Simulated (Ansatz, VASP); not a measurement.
**Two plane-wave programs on GaP**

Contents of INCAR:

```
SYSTEM = GaP
ALGO = Normal
EDIFF = 1E-6
ENCUT = 520
GGA = PS
ISIF = 2
ISMEAR = 0
LASPH = .True.
LCHARG = .True.
LELF = .True.
LREAL = .False.
LVHAR = .True.
LWAVE = .False.
NBANDS = 26
NELM = 80
PREC = Accurate
SIGMA = 0.02
```

Contents of KPOINTS:

```
k-points
0
Gamma
  9 9 9
  0 0 0
```

Contents of POSCAR:

```
GaP
1.0
    1.8501584803      1.0681894966      6.5093302916
   -1.8501584803      1.0681894966      6.5093302916
    0.0000000000     -2.1363789932      6.5093302916
Ga P
2 2
Direct
    0.4334789256      0.4334789256      0.4334789256
    0.5665210744      0.5665210744      0.5665210744
    0.0613589898      0.0613589898      0.0613589898
    0.9386410102      0.9386410102      0.9386410102
```

Input for Ansatz:

```yaml
crystal:
  lattice:
    - [1.8501584803, 1.0681894966, 6.5093302916]
    - [-1.8501584803, 1.0681894966, 6.5093302916]
    - [0.0, -2.1363789932, 6.5093302916]
  atoms:
    - { symbol: Ga, position: [0.4334789256, 0.4334789256, 0.4334789256] }
    - { symbol: Ga, position: [0.5665210744, 0.5665210744, 0.5665210744] }
    - { symbol: P, position: [0.0613589898, 0.0613589898, 0.0613589898] }
    - { symbol: P, position: [0.9386410102, 0.9386410102, 0.9386410102] }
basis:
  ecutwfc: 420
kpoints:
  mp_grid: { grid: [9, 9, 9] }
hamiltonian:
  xc: pbesol
scf:
  occupations: { method: gaussian, width: 0.02 }
output:
  forces: true
  stress: true
  eigenvalues: true
```

Alike in both runs: task single point; functional PBEsol; k mesh 9 × 9 × 9; occupations gaussian, width 0.02 eV; no spin polarisation.

|  | VASP | Ansatz |
| --- | --- | --- |
| version | VASP 6.6.1 | Ansatz 0.2.0 |
| potentials or method | VASP PAW PBE potentials, release 64 (Ga_d, P), cutoff 520 eV | scalar-relativistic, plane waves, PAW |
| valence electrons in the cell | 36 | 36 |

|  | VASP | Ansatz | Ansatz less VASP |
| --- | --- | --- | --- |
| gap on the k mesh at the Fermi level (eV) | 0.29 | 0.30 | +0.002 |
| least direct gap on the mesh (eV) | 0.58 | 0.58 | 0.000 |
| pressure (GPa) | 5.3 | 5.3 | +0.05 |
| traceless stress, the component that is largest in VASP (GPa) | -11.26 | -11.32 | -0.065 |
| rms of the force components (eV/Å) | 0.885 | 0.889 | +0.0037 |

VASP's potentials were made for PBE, not for PBEsol. Atom by atom the forces differ by 0.004 eV/Å (rms over components).
